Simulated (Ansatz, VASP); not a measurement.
CuSb2: VASP beside Ansatz

```
CELL_PARAMETERS angstrom
4.03197 0.00000 0.00000
-2.01598 3.49179 0.00000
0.00000 0.00000 4.96058
ATOMIC_POSITIONS crystal
Cu 0.00000 0.00000 0.00000
Sb 0.33333 0.66667 0.25886
Sb 0.66667 0.33333 0.74114
```

Alike in both runs: functional PBE; k mesh 10 × 10 × 8; occupations gaussian, width 0.05 eV; no spin polarisation.

Ansatz relaxed the structure, and its values are those at the end. VASP's run is a single point on that final structure, the one shown.

```csv
,VASP,Ansatz
version,VASP 6.6.1,Ansatz 0.2.0
potentials or method,"VASP PAW PBE potentials, release 64 (Cu, Sb), cutoff 520 eV","scalar-relativistic, plane waves, PAW"
valence electrons in the cell,21,49
```

VASP gave:

| Property | Result |
| --- | --- |
| gap on the k mesh at the Fermi level (eV) | none |
| pressure (GPa) | -0.1 |
| rms of the force components (eV/Å) | 0.012 |

Estimate Ansatz's values.

gap on the k mesh at the Fermi level (eV): none; pressure (GPa): 0.0; rms of the force components (eV/Å): 0.001.

A gap of «none» marks a metal or a gap that the smearing closes. VASP's potentials hold 21 valence electrons a cell and Ansatz's 49, so a difference there can come from the potentials and not from the codes.

Spin-orbit coupling is off throughout.
